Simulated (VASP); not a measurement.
# MnS in VASP: a series of runs

Runs on MnS. Level: r2SCAN. Tasks: relaxation of shape and atoms at fixed volume, relaxation of cell and atoms.

Program: VASP 6.6.1. These are calculated values, not measurements. Logs are shortened: lines on timing, memory, paths and dates and some standing lists are left out, and cuts for length are marked.

## Step 1: The cell of the first run

The structure is tetragonal, space group I-4m2 (No. 119). Conventional cell: a = 3.998 Å, b = 3.998 Å, c = 5.543 Å, α = 90.00°, β = 90.00°, γ = 90.00°. Mn (site symmetry -4m2) has 4 S at 2.43 Å within 3.2 Å. S (site symmetry -4m2) has 4 Mn at 2.43 Å within 3.2 Å.

## Step 2: Relaxation of shape and atoms at fixed volume, r2SCAN, collinear spin, antiferromagnetic start (22.15 Å³/atom)

The input, POSCAR:

```
MnS
1.0
    0.0000000000      2.8266898080     -2.8266898080
    0.0000000000      2.8266898080      2.8266898080
    5.5430593059      0.0000000000      0.0000000000
Mn S
2 2
Direct
    0.0000000000      0.0000000000      0.0000000000
    0.5000000000      0.5000000000      0.5000000000
    0.0000000000      0.5000000000      0.2499999987
    0.5000000000      1.0000000000      0.7500000013
```

The input, INCAR.step1:

```
PREC = Accurate
ENCUT = 550
ISMEAR = 0
SIGMA = 0.05
LREAL = F
LASPH = T
NELM = 200
ISPIN = 2
MAGMOM = 4.57 -4.57 0 0
LMAXMIX = 4
GGA = PE
ALGO = Normal
EDIFF = 1E-5
LWAVE = T
LCHARG = F
GGA_COMPAT = F
IBRION = 2
ISIF = 3
EDIFFG = -0.005
NELMIN = 4
NSW = 100
KPAR = 4
```

The input, INCAR.step2:

```
PREC = Accurate
ENCUT = 550
EDIFF = 1E-7
ISMEAR = 0
SIGMA = 0.05
LREAL = F
LASPH = T
NELM = 200
ALGO = Normal
ISIF = 4
LWAVE = F
LCHARG = F
ISPIN = 2
MAGMOM = 4.57 -4.57 0 0
LORBIT = 11
LMAXMIX = 4
METAGGA = R2SCAN
LMIXTAU = T
IBRION = 2
NSW = 60
EDIFFG = -0.01
ISTART = 1
GGA_COMPAT = F
NELMIN = 4
KPAR = 4
```

The input, KPOINTS:

```
regular mesh
0
Gamma
  6 6 4
```

Potentials or basis: VASP PAW PBE potentials, release 64 (Mn_pv, S).

Command:

```bash
> cat potpaw_PBE.64/Mn_pv/POTCAR potpaw_PBE.64/S/POTCAR > POTCAR
> cp INCAR.step1 INCAR
> mpirun -np 4 vasp_std > vasp.out
> cp INCAR.step2 INCAR
> mpirun -np 4 vasp_std > vasp.out
```

OUTCAR:

```text
PREC = Accurate
   ENCUT = 550
   EDIFF = 1E-7
   ISMEAR = 0
   LREAL = F
   LASPH = T
   NELM = 200
   ISIF = 4
   ISPIN = 2
   LORBIT = 11
   METAGGA = R2SCAN
   IBRION = 2
   NSW = 60
   EDIFFG = -0.01
   ISTART = 1
   NELMIN = 4

 ion  position               nearest neighbor table
   1  0.000  0.000  0.000-   3 2.43   4 2.43   3 2.43   4 2.43
   2  0.500  0.500  0.500-   3 2.43   4 2.43   4 2.43   3 2.43
   3  0.000  0.500  0.250-   1 2.43   1 2.43   2 2.43   2 2.43
   4  0.500  0.000  0.750-   1 2.43   1 2.43   2 2.43   2 2.43

  LATTYP: Found a simple tetragonal cell.
 ALAT       =     3.9975430631
 C/A-ratio  =     1.3866165338

  Lattice vectors:

 A1 = (   0.0000000000,   2.8266898080,  -2.8266898080)
 A2 = (   0.0000000000,   2.8266898080,   2.8266898080)
 A3 = (   5.5430593059,   0.0000000000,   0.0000000000)

Analysis of symmetry for initial positions (statically):
=====================================================================
 Subroutine PRICEL returns following result:

  LATTYP: Found a body centered tetragonal cell.
 ALAT       =     3.9975430631
 C/A-ratio  =     1.3866165338
[... 12 lines left out ...]
 Subroutine GETGRP returns: Found  8 space group operations
 (whereof  8 operations were pure point group operations)
 out of a pool of 16 trial point group operations.

The static configuration has the point symmetry D_2d.

Analysis of symmetry for dynamics (positions and initial velocities):
=====================================================================
 Subroutine PRICEL returns following result:

  LATTYP: Found a body centered tetragonal cell.
 ALAT       =     3.9975430631
 C/A-ratio  =     1.3866165338
[... 12 lines left out ...]
 Subroutine GETGRP returns: Found  8 space group operations
 (whereof  8 operations were pure point group operations)
 out of a pool of 16 trial point group operations.

The dynamic configuration has the point symmetry D_2d.

Analysis of structural, dynamic, and magnetic symmetry:
=====================================================================
 Subroutine PRICEL returns following result:

  LATTYP: Found a body centered tetragonal cell.
 ALAT       =     3.9975430631
 C/A-ratio  =     1.3866165338
[... 12 lines left out ...]
 Subroutine GETGRP returns: Found  8 space group operations
 (whereof  8 operations were pure point group operations)
 out of a pool of 16 trial point group operations.

The overall configuration has the point symmetry D_2d.

 Subroutine INISYM returns: Found  8 space group operations
 (whereof  8 operations are pure point group operations),
 and found     2 'primitive' translations

----------------------------------------------------------------------------------------

                                     Primitive cell

  volume of cell :      44.2900

  direct lattice vectors                    reciprocal lattice vectors
    -2.771529653 -2.826689808  0.000000000    -0.180405791 -0.176885344 -0.176885344
    -2.771529653  2.826689808  0.000000000    -0.180405791  0.176885344 -0.176885344
     2.771529653  0.000000000 -2.826689808     0.000000000  0.000000000 -0.353770689

  length of vectors
     3.958731096  3.958731096  3.958731096     0.308420329  0.308420329  0.353770689

  position of ions in fractional coordinates (direct lattice)
     0.000000000  0.000000000  0.000000000
     0.250000001  0.750000001  0.500000000

  ion indices of the primitive-cell ions
   primitive index   ion index
                 1           1
                 2           3

----------------------------------------------------------------------------------------

 KPOINTS: regular mesh

Automatic generation of k-mesh.
 Grid dimensions read from file:
 generate k-points for:    6    6    4

 Generating k-lattice:

  Cartesian coordinates                     Fractional coordinates (reciprocal lattice)
     0.000000000  0.029480891 -0.029480891     0.166666667  0.000000000  0.000000000
     0.000000000  0.029480891  0.029480891     0.000000000  0.166666667  0.000000000
     0.045101448  0.000000000  0.000000000     0.000000000  0.000000000  0.250000000

  Length of vectors
     0.041692275  0.041692275  0.045101448

  Shift w.r.t. Gamma in fractional coordinates (k-lattice)
     0.000000000  0.000000000  0.000000000

 Subroutine IBZKPT returns following result:
 ===========================================

 Found     30 irreducible k-points:

 Following reciprocal coordinates:
            Coordinates               Weight
  0.000000  0.000000  0.000000      1.000000
  0.166667  0.000000  0.000000      4.000000
  0.333333  0.000000  0.000000      4.000000
  0.500000  0.000000  0.000000      2.000000
  0.166667  0.166667  0.000000      4.000000
  0.333333  0.166667  0.000000      8.000000
[... 16 lines left out ...]
  0.333333  0.000000  0.500000      4.000000
  0.500000  0.000000  0.500000      2.000000
 [... further k-points ...]
   k-points           NKPTS =     30   k-points in BZ     NKDIM =     30   number of bands    NBANDS=     23
   number of dos      NEDOS =    301   number of ions     NIONS =      4
   total plane-waves  NPLWV =  43008
   dimension x,y,z NGX =    32 NGY =   32 NGZ =   42
   dimension x,y,z NGXF=    64 NGYF=   64 NGZF=   84
   ions per type =               2   2
   NGX,Y,Z   is equivalent  to a cutoff of  13.31, 13.31, 12.60 a.u.
   NGXF,Y,Z  is equivalent  to a cutoff of  26.62, 26.62, 25.19 a.u.
 SYSTEM =  unknown system
   PREC   = accura    normal or accurate (medium, high low for compatibility)
   ISTART =      1    job   : 0-new  1-cont  2-samecut
   ICHARG =      0    charge: 1-file 2-atom 10-const
   ISPIN  =      2    spin polarized calculation?
   LNONCOLLINEAR =      F non collinear calculations
   LSORBIT =      F    spin-orbit coupling
   LASPH  =      T    aspherical Exc in radial PAW
   ENCUT  =  550.0 eV  40.42 Ry    6.36 a.u.   7.64  7.64 10.60*2*pi/ulx,y,z
   NELM   =    200;   NELMIN=  4; NELMDL=  0     # of ELM steps
   EDIFF  = 0.1E-06   stopping-criterion for ELM
   LREAL  =      F    real-space projection
   EDIFFG = -.1E-01   stopping-criterion for IOM
   NSW    =     60    number of steps for IOM
   IBRION =      2    ionic relax: 0-MD 1-quasi-New 2-CG
   NFREE  =      1    steps in history (QN), initial steepest desc. (CG)
   ISIF   =      4    stress and relaxation
   ISYM   =      2    0-nonsym 1-usesym 2-fastsym
   POTIM  = 0.5000    time-step for ionic-motion
   TEBEG  =    0.0;   TEEND  =   0.0 temperature during run
   PSTRESS=    0.0 pullay stress
   NELECT =      38.0000    total number of electrons
   NUPDOWN=      -1.0000    fix difference up-down
   EMIN   =  10.00;   EMAX   =-10.00  energy-range for DOS
   EFERMI =   0.00;   METHOD = LEGACY
   ISMEAR =     0;   SIGMA  =   0.05  broadening in eV -4-tet -1-fermi 0-gaus
   EFERMI_NEDOS =   21; number of points for ismear=-14 and -15
   IALGO  =     38    algorithm
   IMIX   =      4    mixing-type and parameters
     AMIX     =   0.40;   BMIX     =  1.00
     AMIX_MAG =   1.60;   BMIX_MAG =  1.00
  volume/ion in A,a.u.               =      22.15       149.44
  Fermi-wavevector in a.u.,A,eV,Ry     =   1.234689  2.333223 20.741481  1.524456
  Thomas-Fermi vector in A             =   2.369368
   LORBIT       =     11    0 simple, 1 ext, 2 COOP (PROOUT), +10 PAW based schemes
   METAGGA = R2SCAN    functional components
   LHFCALC =     F    Hartree Fock is set to
   AEXX    =    0.0000 exact exchange contribution
   IVDW    =     0    specifies the selected vdW correction
   LEPSILON=     F    determine dielectric tensor
   LRPA    =     F    only Hartree local field effects (RPA)
 conjugate gradient relaxation of ions
 spin polarized calculation
 Gauss-broadening in eV      SIGMA  =   0.05
  energy-cutoff  :      550.00
  volume of cell :       88.58
 maximum number of plane-waves:      2624
 NGX is ok and might be reduce to    32
   NGX = 15   NGY = 15   NGZ = 21

 number of electron      38.0000032 magnetization      -0.0000000

 number of electron      38.0000032 magnetization       0.0000000

 Free energy of the ion-electron system (eV)
  ---------------------------------------------------
  ext. energy  EPLUGINS =         0.00000000
  ---------------------------------------------------
  free energy    TOTEN  =       -50.11746383 eV

  energy without entropy =      -50.11746383  energy(sigma->0) =      -50.11746383

 E-fermi :   3.4485     XC(G=0):  -9.8444

 val. band max:        3.1629413299   @ k =   0.0000   0.0000   0.5000
 cond. band min:       5.4507943828   @ k =   0.5000   0.5000   0.0000
 fundamental gap:      2.2878530529
 Fermi energy:         3.4485458660

 spin component 1

 k-point     1 :       0.0000    0.0000    0.0000
  band No.  band energies     occupation
      1     -48.7439      1.00000
      2     -48.7151      1.00000
      3     -48.7151      1.00000
      4     -42.6938      1.00000
      5     -42.6938      1.00000
      6     -42.6895      1.00000
[... 613 lines left out ...]
     22       6.2793      0.00000
     23       6.8553      0.00000

 [... further k-points ...]

 spin component 2

 k-point     1 :       0.0000    0.0000    0.0000
  band No.  band energies     occupation
      1     -48.7439      1.00000
      2     -48.7151      1.00000
      3     -48.7151      1.00000
      4     -42.6938      1.00000
      5     -42.6938      1.00000
      6     -42.6895      1.00000
[... 613 lines left out ...]
     22       6.2793      0.00000
     23       6.8553      0.00000

 [... further k-points ...]
[... 5 lines left out ...]
  --------------------------------------------------------------------------------------
  -------------------------------------------------------------------------------------
  Total       -1.1916578     -1.1738313     -1.1738313      0.0000000      0.0000000      0.0000000
  in kB      -21.5539219    -21.2314884    -21.2314884      0.0000000      0.0000000      0.0000000
  external PRESSURE =     -21.3389662 kB  Pullay stress =       0.0000000 kB

 VOLUME and BASIS-vectors are now :
 -----------------------------------------------------------------------------
  energy-cutoff  :      550.00
  volume of cell :       88.58
      direct lattice vectors                 reciprocal lattice vectors
     0.000000000  2.826689808 -2.826689808     0.000000000  0.176885344 -0.176885344
     0.000000000  2.826689808  2.826689808     0.000000000  0.176885344  0.176885344
     5.543059306  0.000000000  0.000000000     0.180405791  0.000000000  0.000000000

 POSITION                                       TOTAL-FORCE (eV/Angst)
 -----------------------------------------------------------------------------------
      0.00000      0.00000      0.00000        -0.000000     -0.000000      0.000000
      2.77153      2.82669      0.00000         0.000000      0.000000     -0.000000
      1.38576      1.41334      1.41334        -0.000000      0.000000     -0.000000
      4.15729      1.41334     -1.41334        -0.000000      0.000000     -0.000000
 -----------------------------------------------------------------------------------
    total drift:                               -0.000000      0.000000      0.000000

  FREE ENERGIE OF THE ION-ELECTRON SYSTEM (eV)
  ---------------------------------------------------
  free  energy   TOTEN  =       -50.1174638255 eV

  energy  without entropy=      -50.1174638255  energy(sigma->0) =      -50.11746383

 reached required accuracy - stopping structural energy minimisation

 total charge

# of ion       s       p       d       tot
------------------------------------------
    1        0.265   6.199   4.900  11.365
    2        0.265   6.199   4.900  11.365
    3        1.301   2.477   0.000   3.779
    4        1.301   2.477   0.000   3.779
--------------------------------------------------
tot          3.132  17.354   9.801  30.287

 magnetization (x)

# of ion       s       p       d       tot
------------------------------------------
    1        0.029   0.045   4.251   4.325
    2       -0.029  -0.045  -4.251  -4.325
    3        0.000   0.000   0.000   0.000
    4        0.000   0.000   0.000   0.000
--------------------------------------------------
tot          0.000   0.000   0.000   0.000
```

Run time: 4 min. Hardware: 4 MPI ranks of Intel Xeon Platinum 8259CL at 2.50GHz (Skylake/Cascade Lake), shared host; peak memory 0.31 GiB.

Results:

```yaml
Free_energy: -50.1175 eV
Pressure_after_relaxing: -2.1 GPa
Band_gap_on_the_k_mesh: 2.29 eV
Net_moment: 0.00 μB per cell
Site_moments: Mn +4.33, -4.33; S +0.00 μB
Valence_electrons_inside_the_program's_atomic_spheres: Mn 11.37; S 3.78
```

Final structure:
```yaml
crystal:
  lattice:
    - [0.00000, 2.82669, -2.82669]
    - [0.00000, 2.82669, 2.82669]
    - [5.54306, 0.00000, 0.00000]
  atoms:
    - { symbol: Mn, position: [0.00000, 0.00000, 0.00000] }
    - { symbol: Mn, position: [0.50000, 0.50000, 0.50000] }
    - { symbol: S, position: [0.00000, 0.50000, 0.25000] }
    - { symbol: S, position: [0.50000, 0.00000, 0.75000] }
```

Levels at points of the mesh, in eV from the valence-band top:
Spin up:
```tsv
k point	band 16	band 17	band 18	band 19	band 20	band 21	band 22	band 23
(0.00, 0.00, 0.00)	-2.08	-0.56	-0.07	-0.07	2.61	3.07	3.11	3.23
(0.50, 0.00, 0.00)	-1.50	-1.44	-0.93	-0.36	2.95	3.11	3.27	3.41
(0.50, 0.50, 0.00)	-1.77	-1.71	-1.71	-1.20	2.29	2.29	2.65	3.15
(0.00, 0.00, 0.50)	-2.14	-0.71	0.00	0.00	2.94	3.10	3.67	3.99
(0.50, 0.00, 0.50)	-1.48	-1.17	-0.25	-0.14	2.96	3.07	3.12	3.69
(0.50, 0.50, 0.50)	-2.03	-2.03	-1.85	-1.38	2.60	2.60	3.08	3.24
```
Spin down:
```
           k point  band 17  band 18  band 19  band 20  band 21  band 22
(0.00, 0.00, 0.00)    -0.56    -0.07    -0.07     2.61     3.07     3.11
(0.50, 0.00, 0.00)    -1.44    -0.93    -0.36     2.95     3.11     3.27
(0.50, 0.50, 0.00)    -1.71    -1.71    -1.20     2.29     2.29     2.65
(0.00, 0.00, 0.50)    -0.71     0.00     0.00     2.94     3.10     3.67
(0.50, 0.00, 0.50)    -1.17    -0.25    -0.14     2.96     3.07     3.12
(0.50, 0.50, 0.50)    -2.03    -1.85    -1.38     2.60     2.60     3.08
```

Caveat: the relaxation stopped at its first step, so nothing moved; the PAW data sets were made with another functional, which shifts forces and pressure a little.

## Step 3: Relaxation of cell and atoms, r2SCAN, collinear spin, antiferromagnetic start

This run uses another cell than the first one, of 22.51 Å³/atom.

The input, POSCAR:

```
MnS
1.0
    0.0000000000      2.8236861980     -2.8236861980
    0.0000000000      2.8236861980      2.8236861980
    5.6473723960      0.0000000000      0.0000000000
Mn S
2 2
Direct
    0.0000000000      0.0000000000      0.0000000000
    0.5000000000      0.5000000000      0.5000000000
    0.0000000000      0.5000000000      0.2500000000
    0.5000000000      1.0000000000      0.7500000000
```

The input, INCAR.step1:

```
PREC = Accurate
ENCUT = 550
ISMEAR = 0
SIGMA = 0.05
LREAL = False
LASPH = True
NELM = 200
ISPIN = 2
MAGMOM = 4.63 -4.63 0 0
LMAXMIX = 4
GGA = PE
ALGO = Normal
EDIFF = 1E-5
LWAVE = True
LCHARG = False
GGA_COMPAT = False
IBRION = 2
ISIF = 3
EDIFFG = -0.005
NELMIN = 4
NSW = 100
KPAR = 4
```

The input, INCAR.step2:

```
PREC = Accurate
ENCUT = 550
EDIFF = 1E-7
ISMEAR = 0
SIGMA = 0.05
LREAL = False
LASPH = True
NELM = 200
ALGO = Normal
ISIF = 3
LWAVE = False
LCHARG = False
ISPIN = 2
MAGMOM = 4.63 -4.63 0 0
LORBIT = 11
LMAXMIX = 4
METAGGA = R2SCAN
LMIXTAU = True
IBRION = 2
NSW = 50
EDIFFG = -0.01
ISTART = 1
GGA_COMPAT = False
NELMIN = 4
KPAR = 4
```

The input, KPOINTS:

```
Automatic mesh
0
Gamma
  6 6 4
```

Potentials or basis: VASP PAW PBE potentials, release 64 (Mn_pv, S).

Command:

```bash
> cat potpaw_PBE.64/Mn_pv/POTCAR potpaw_PBE.64/S/POTCAR > POTCAR
> cp INCAR.step1 INCAR
> mpirun -np 4 vasp_std > vasp.out
> cp INCAR.step2 INCAR
> mpirun -np 4 vasp_std > vasp.out
```

Wall time 7.1 min (4 MPI ranks of Intel Xeon 6975P-C (Granite Rapids), shared host); peak memory 0.33 GiB.

It converged, with:

* Free energy: -50.1429 eV
* Relaxed volume: 21.29 Å³/atom
* Relaxed cell: a = 3.949 Å, b = 3.949 Å, c = 5.461 Å, α = 90.00°, β = 90.00°, γ = 90.00°
* Space group after relaxing (to 0.1 Å): I-4m2 (No. 119)
* Energy gained by relaxing: 12.7 meV/atom
* Ionic steps: 8
* Pressure after relaxing: 0.0 GPa
* Band gap on the k mesh: 2.14 eV
* Net moment: 0.00 μB per cell
* Site moments: Mn +4.28, -4.28; S +0.00 μB
* Valence electrons inside the program's atomic spheres: Mn 11.40; S 3.79

Step by step:
```tsv
step	energy change (eV)	largest force (eV/Å)	pressure (GPa)	volume (Å³)
1	0.0000	0.0000	-2.94	90.06
2	-0.0492	0.0000	0.26	84.78
3	-0.0493	0.0000	0.04	85.10
4	-0.0493	0.0000	-0.03	85.20
5	-0.0496	0.0000	-0.03	85.19
6	-0.0505	0.0000	-0.03	85.18
7	-0.0506	0.0000	0.00	85.14
8	-0.0509	0.0000	-0.01	85.16
```

Final structure:
```
Mn S
1.0
     0.00000    2.79238   -2.79238
     0.00000    2.79238    2.79238
     5.46067    0.00000    0.00000
Mn S
2 2
Direct
  0.00000 0.00000 0.00000
  0.50000 0.50000 0.50000
  0.00000 0.50000 0.25000
  0.50000 0.00000 0.75000
```

Levels at points of the mesh, in eV from the valence-band top:
Spin up:
| k point | band 16 | band 17 | band 18 | band 19 | band 20 | band 21 | band 22 | band 23 |
| --- | --- | --- | --- | --- | --- | --- | --- | --- |
| (0.00, 0.00, 0.00) | -2.12 | -0.65 | -0.09 | -0.09 | 2.54 | 3.00 | 3.11 | 3.19 |
| (0.50, 0.00, 0.00) | -1.59 | -1.47 | -0.97 | -0.41 | 2.84 | 3.01 | 3.19 | 3.35 |
| (0.50, 0.50, 0.00) | -1.81 | -1.81 | -1.81 | -1.25 | 2.14 | 2.14 | 2.55 | 3.04 |
| (0.00, 0.00, 0.50) | -2.21 | -0.72 | 0.00 | 0.00 | 2.86 | 2.99 | 3.64 | 3.94 |
| (0.50, 0.00, 0.50) | -1.56 | -1.24 | -0.27 | -0.16 | 2.84 | 2.97 | 3.03 | 3.64 |
| (0.50, 0.50, 0.50) | -2.14 | -2.14 | -1.93 | -1.42 | 2.48 | 2.48 | 2.96 | 3.15 |
Spin down:
| k point | band 15 | band 16 | band 17 | band 18 | band 19 | band 20 | band 21 | band 22 | band 23 |
| --- | --- | --- | --- | --- | --- | --- | --- | --- | --- |
| (0.00, 0.00, 0.00) | -2.42 | -2.12 | -0.65 | -0.09 | -0.09 | 2.54 | 3.00 | 3.11 | 3.19 |
| (0.50, 0.00, 0.00) | -2.39 | -1.59 | -1.47 | -0.97 | -0.41 | 2.84 | 3.01 | 3.19 | 3.35 |
| (0.50, 0.50, 0.00) | -2.23 | -1.81 | -1.81 | -1.81 | -1.25 | 2.14 | 2.14 | 2.55 | 3.04 |
| (0.00, 0.00, 0.50) | -2.41 | -2.21 | -0.72 | 0.00 | 0.00 | 2.86 | 2.99 | 3.64 | 3.94 |
| (0.50, 0.00, 0.50) | -2.40 | -1.56 | -1.24 | -0.27 | -0.16 | 2.84 | 2.97 | 3.03 | 3.64 |
| (0.50, 0.50, 0.50) | -2.22 | -2.14 | -2.14 | -1.93 | -1.42 | 2.48 | 2.48 | 2.96 | 3.15 |

Caveat: the PAW data sets were made with another functional, which shifts forces and pressure a little. A k mesh can miss the band edges.
